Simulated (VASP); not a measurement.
The system is Cr.

```
Cr
1.0
     2.96890    0.00000    0.00000
     0.00000    2.96890    0.00000
     0.00000    0.00000    2.96890
Cr
2
Direct
  0.00000 0.00000 0.00000
  0.50000 0.50000 0.50000
```

Base run:

| Item | Value |
| --- | --- |
| Program | VASP 6.6.1 |
| Functional | PBEsol |
| Potentials or basis | VASP PAW PBE potentials, release 64 (Cr_pv) |
| Cutoff | 520 eV |
| k mesh | 9 × 9 × 9 |
| Occupations | fermi-dirac, width 0.1 eV |
| Spin | collinear spin, antiferromagnetic start |
| Starting moments | [3.6, -3.6] μB |

Its results: band gap on the k mesh zero (filled and empty bands overlap); pressure -22.2 GPa.

Task: The run is repeated on the same cell with these changes: spin from collinear spin, antiferromagnetic start to no spin polarisation; further incar settings from ALGO = Normal; EDIFF = 1e-06; NBANDS = 23 to ALGO = Normal; EDIFF = 1e-06; NBANDS = 19. What comes out?

Result: Band gap on the k mesh zero (band 12 reaches 9.61 eV, above the bottom of band 13 at 9.03 eV); pressure -32.2 GPa.

Caveats: the PAW data sets were made with another functional, which shifts forces and pressure a little.
